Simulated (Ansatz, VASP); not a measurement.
**SrTiO3 in VASP and in Ansatz**

```xyz
5
Lattice="3.9309 0.0000 0.0000 0.0000 3.9309 0.0000 0.0000 0.0000 3.9309" Properties=species:S:1:pos:R:3 pbc="T T T"
Sr    0.0000    0.0000    0.0000
Ti    1.9654    1.9654    1.9654
O     0.0000    1.9654    1.9654
O     1.9654    0.0000    1.9654
O     1.9654    1.9654    0.0000
```

Change from the starting cell: volume scaled by 1.02, ions relaxed.

Alike in both runs: functional PBE; k mesh 8 × 8 × 8; occupations fermi-dirac, width 0.02 eV; no spin polarisation.

Ansatz relaxed the structure, and its values are those at the end. VASP's run is a single point on that final structure, the one shown.

|  | VASP | Ansatz |
| --- | --- | --- |
| version | VASP 6.6.1 | Ansatz 0.2.0 |
| potentials or method | VASP PAW PBE potentials, release 64 (Sr_sv, Ti_sv, O) | plane-wave PAW, scalar-relativistic |
| plane-wave cutoff (eV) | 600 | 420 |
| valence electrons in the cell | 40 | 40 |

Ansatz gave:

```
gap on the k mesh at the Fermi level (eV) : 1.85
pressure (GPa)                            : 0.7
```

Question: What did VASP give for the same quantities?

Answer: gap on the k mesh at the Fermi level (eV): 1.82; pressure (GPa): 1.2.

Ansatz's warnings: stress scf threshold loose.
